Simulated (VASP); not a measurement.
## Te: single point with PBEsol

Te:

```
Te
1.0
     0.00000    2.33854    6.08702
     2.08129    0.00000    6.08702
     2.08129    2.33854    0.00000
Te
2
Direct
  0.12475 0.12475 0.87525
  0.87525 0.87525 0.12475
```

```
Program             : VASP 6.6.1
Task                : single point
Functional          : PBEsol
Potentials or basis : VASP PAW PBE potentials, release 64 (Te)
Cutoff              : 520 eV
k mesh              : 18 × 18 × 18
Occupations         : gaussian, width 0.1 eV
Spin                : no spin polarisation
```

```yaml
Pressure: 0.0 GPa
Largest_force: 0.011 eV/Å
Band_gap_on_the_k_mesh: zero (bands 6 and 7 overlap by 4.94 eV)
```

Forces on the atoms (eV/Å):
```
Te   0.000  0.000  0.011
Te   0.000  0.000 -0.011
```

Stress tensor (GPa, compression positive):
```
-0.02  0.00  0.00
 0.00  0.03  0.00
 0.00  0.00  0.11
```

Levels at points of the mesh, in eV from the Fermi level:
```tsv
k point	band 4	band 5	band 6	band 7	band 8	band 9
(0.00, 0.00, 0.00)	1.25	1.66	1.77	2.15	2.36	6.65
(0.50, 0.00, 0.00)	-5.57	-3.11	-0.16	2.77	3.67	4.22
(0.50, 0.50, 0.00)	-2.96	0.98	1.55	2.70	3.18	5.99
(0.50, 0.00, 0.50)	-3.64	-3.54	-3.48	-2.43	1.49	2.46
(0.00, 0.50, 0.50)	-4.66	-4.25	-2.47	-1.69	0.97	2.27
```

Wall time 18 min on 1 thread of AMD EPYC 7R13, on a shared host, peak memory 0.63 GiB.

Caveat: the PAW data sets were made with another functional, which shifts forces and pressure a little; spin-orbit coupling is left out, which moves the levels of the heavy elements.
